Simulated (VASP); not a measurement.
# AgCl (Fm-3m) in VASP: notebook, part 2 of 2

VASP 6.6.1. The steps go on from the part before.

## Step 5: Single point, r2SCAN (strain +0.030 along x and y, +0.030 along z)

Contents of POSCAR:

```
AgCl
1.0
    0.0000000000      2.8563445000      2.8563445000
    2.8563445000      0.0000000000      2.8563445000
    2.8563445000      2.8563445000      0.0000000000
Ag Cl
1 1
Direct
    0.5000000000      0.5000000000      0.5000000000
    0.0000000000      0.0000000000      0.0000000000
```

Contents of INCAR.step1:

```
SYSTEM = AgCl
  PREC = Accurate
  ENCUT = 520
  ISMEAR = 0
  SIGMA = 0.05
  LREAL = .False.
  LASPH = .True.
  NELM = 80
  NBANDS = 16
  GGA = PE
  ALGO = Normal
  EDIFF = 1E-4
  LWAVE = .True.
  LCHARG = .False.
```

Contents of INCAR.step2:

```
SYSTEM = AgCl
  PREC = Accurate
  ENCUT = 520
  EDIFF = 1E-6
  ISMEAR = 0
  SIGMA = 0.05
  LREAL = .False.
  LASPH = .True.
  NELM = 80
  ALGO = Normal
  ISIF = 2
  LWAVE = .False.
  LCHARG = .True.
  METAGGA = R2SCAN
  LMIXTAU = .True.
  LELF = .True.
  LVHAR = .True.
  NBANDS = 16
  ISTART = 1
```

Contents of KPOINTS:

```
Automatic mesh
0
Gamma
  8 8 8
  0 0 0
```

Potentials or basis: VASP PAW PBE potentials, release 64 (Ag, Cl).

Launch:

```sh
$ cat potpaw_PBE.64/Ag/POTCAR potpaw_PBE.64/Cl/POTCAR > POTCAR
$ cp INCAR.step1 INCAR
$ mpirun -np 1 vasp_std > vasp.out
$ cp INCAR.step2 INCAR
$ mpirun -np 1 vasp_std > vasp.out
```

OUTCAR:

```text
SYSTEM = AgCl
   PREC = Accurate
   ENCUT = 520
   EDIFF = 1E-6
   ISMEAR = 0
   LREAL = .False.
   LASPH = .True.
   NELM = 80
   ISIF = 2
   METAGGA = R2SCAN
   ISTART = 1

 ion  position               nearest neighbor table
   1  0.500  0.500  0.500-   2 2.86   2 2.86   2 2.86   2 2.86   2 2.86   2 2.86
   2  0.000  0.000  0.000-   1 2.86   1 2.86   1 2.86   1 2.86   1 2.86   1 2.86

  LATTYP: Found a face centered cubic cell.
 ALAT       =     5.7126890000

  Lattice vectors:

 A1 = (   0.0000000000,   2.8563445000,   2.8563445000)
 A2 = (   2.8563445000,   0.0000000000,   2.8563445000)
 A3 = (   2.8563445000,   2.8563445000,   0.0000000000)

Analysis of symmetry for initial positions (statically):
=====================================================================
 Subroutine PRICEL returns:
 Original cell was already a primitive cell.

 Routine SETGRP: Setting up the symmetry group for a
 face centered cubic supercell.

 Subroutine GETGRP returns: Found 48 space group operations
 (whereof 48 operations were pure point group operations)
 out of a pool of 48 trial point group operations.

The static configuration has the point symmetry O_h .

Analysis of symmetry for dynamics (positions and initial velocities):
[... 160 lines left out ...]

 val. band max:        2.4509633733   @ k =   0.5000   0.0000   0.0000
 cond. band min:       3.8938565640   @ k =   0.0000   0.0000   0.0000
 fundamental gap:      1.4428931907
 Fermi energy:         2.7442377170

 k-point     1 :       0.0000    0.0000    0.0000
  band No.  band energies     occupation
      1     -12.7809      2.00000
      2       0.3468      2.00000
      3       0.3468      2.00000
      4       0.3468      2.00000
      5       0.3794      2.00000
      6       0.3794      2.00000
[... 433 lines left out ...]
      3      -1.1656      2.00000
      4      -1.1398      2.00000
      5       0.5829      2.00000
      6       0.6371      2.00000
[... 8 lines left out ...]
     15      16.4205      0.00000
     16      17.8901      0.00000

 [... further k-points ...]

------------------------ aborting loop because EDIFF is reached ----------------------------------------

  FORCE on cell =-STRESS in cart. coord.  units (eV):
  Direction    XX          YY          ZZ          XY          YZ          ZX
  --------------------------------------------------------------------------------------
  -------------------------------------------------------------------------------------
  Total       -1.0645853     -1.0645853     -1.0645853      0.0000000     -0.0000000      0.0000000
  in kB      -36.5956339    -36.5956339    -36.5956339      0.0000000     -0.0000000      0.0000000
  external PRESSURE =     -36.5956339 kB  Pullay stress =       0.0000000 kB

 VOLUME and BASIS-vectors are now :
 -----------------------------------------------------------------------------
  energy-cutoff  :      520.00
  volume of cell :       46.61
      direct lattice vectors                 reciprocal lattice vectors
     0.000000000  2.856344500  2.856344500    -0.175048913  0.175048913  0.175048913
     2.856344500  0.000000000  2.856344500     0.175048913 -0.175048913  0.175048913
     2.856344500  2.856344500  0.000000000     0.175048913  0.175048913 -0.175048913

 POSITION                                       TOTAL-FORCE (eV/Angst)
 -----------------------------------------------------------------------------------
      2.85634      2.85634      2.85634         0.000000     -0.000000     -0.000000
      0.00000      0.00000      0.00000        -0.000000      0.000000      0.000000
 -----------------------------------------------------------------------------------
    total drift:                                0.000000      0.000000      0.000000

  FREE ENERGIE OF THE ION-ELECTRON SYSTEM (eV)
  ---------------------------------------------------
  free  energy   TOTEN  =       -28.5944943660 eV

  energy  without entropy=      -28.5944943660  energy(sigma->0) =      -28.59449437
```

OUTCAR.step1:

```text
SYSTEM = AgCl
   PREC = Accurate
   ENCUT = 520
   ISMEAR = 0
   LREAL = .False.
   LASPH = .True.
[... 677 lines left out ...]
      2.85634      2.85634      2.85634         0.000000     -0.000000      0.000000
      0.00000      0.00000      0.00000        -0.000000      0.000000     -0.000000
 -----------------------------------------------------------------------------------
    total drift:                                0.000000      0.000000      0.000000

  FREE ENERGIE OF THE ION-ELECTRON SYSTEM (eV)
  ---------------------------------------------------
  free  energy   TOTEN  =        -5.3847777569 eV

  energy  without entropy=       -5.3847777569  energy(sigma->0) =       -5.38477776
```

OSZICAR.step1:

```text
N       E                     dE             d eps       ncg     rms          rms(c)
DAV:   1     0.889540377931E+02    0.88954E+02   -0.84057E+03   936   0.101E+03
DAV:   2    -0.245920403345E+01   -0.91413E+02   -0.83342E+02  1112   0.210E+02
DAV:   3    -0.557463865218E+01   -0.31154E+01   -0.31039E+01  1232   0.391E+01
DAV:   4    -0.559056826302E+01   -0.15930E-01   -0.15928E-01  1128   0.320E+00
DAV:   5    -0.559075496850E+01   -0.18671E-03   -0.18670E-03  1224   0.349E-01    0.483E+00
DAV:   6    -0.538977780723E+01    0.20098E+00   -0.27194E-01  1184   0.646E+00    0.318E+00
DAV:   7    -0.538533760785E+01    0.44402E-02   -0.95496E-02  1080   0.208E+00    0.176E+00
DAV:   8    -0.538469573599E+01    0.64187E-03   -0.55070E-03  1088   0.743E-01    0.274E-01
DAV:   9    -0.538477775693E+01   -0.82021E-04   -0.50894E-04  1160   0.306E-01
   1 F= -.53847778E+01 E0= -.53847778E+01  d E =-.539915E-15
```

Run time: 40 s. Hardware: 1 thread of Intel Xeon 6975P-C (Granite Rapids), shared host; peak memory 0.17 GiB.

What came out:

```yaml
Free_energy: -28.5945 eV
Pressure: -3.7 GPa
Band_gap_on_the_k_mesh: 1.44 eV (least direct gap 3.43 eV)
```

Caveat: the cell differs from its parent crystal (strain +0.030 along x and y, +0.030 along z); the cell stands under tension; the PAW data sets were made with another functional, which shifts forces and pressure a little. A k mesh can miss the band edges.

## Step 6: Summary

```csv
cell,gap on the mesh (eV),pressure (GPa)
"a = 3.804 Å, angles 60.0°, 2 atoms",1.44,5.7
"a = 3.863 Å, angles 60.0°, 2 atoms",1.43,2.5
"a = 3.981 Å, angles 60.0°, 2 atoms",1.43,-2.1
"a = 4.039 Å, angles 60.0°, 2 atoms",1.44,-3.7
```

Alike in all rows: task single point; level r2SCAN; potentials or basis VASP PAW PBE potentials, release 64 (Ag, Cl); no spin polarisation; k mesh 8 × 8 × 8; cutoff (eV) 520; smearing gaussian 0.05 eV.

Caveats: the PAW data sets were made with another functional, which shifts forces and pressure a little; the cell stands under pressure (at least some runs); the cell stands under tension (at least some runs).

Total energies depend on the potentials used, so only differences within one code and one set of settings carry meaning.
